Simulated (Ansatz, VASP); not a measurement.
# NbSi in VASP and in Ansatz

```
Nb Si
1.0
     3.15644    0.00000    0.00000
     0.00000    3.15644    0.00000
     0.00000    0.00000    3.15644
Nb Si
1 1
Cartesian
  0.0000 0.0000 0.0000
  1.5782 1.5782 1.5782
```

Alike in both runs: task relaxation of cell and atoms; functional B3LYP; k mesh 4 × 4 × 4; occupations fermi-dirac, width 0.05 eV; no spin polarisation.

|  | VASP | Ansatz |
| --- | --- | --- |
| version | VASP 6.6.1 | Ansatz 0.2.0 |
| potentials or method | VASP PAW PBE potentials, release 64 (Nb_sv, Si) | Ansatz PAW |
| plane-wave cutoff (eV) | 600 | 420 |
| valence electrons in the cell | 17 | 17 |

```tsv
	VASP	Ansatz	Ansatz less VASP
gap on the k mesh at the Fermi level, each at its own relaxed structure (eV)	none	none	-
relaxed volume (Å³/atom)	16.22	16.23	+0.011
relaxed cell length with the largest relative difference (Å)	3.189	3.190	+0.0007
```

VASP's potentials were made for PBE, not for B3LYP. A gap of «none» marks a metal or a gap that the smearing closes.

The k mesh is coarse, so the values compare programs but aren't converged. Noted on Ansatz's run: the plane-wave basis is chosen anew once the cell has moved, so the energies of steps on either side of that aren't comparable.
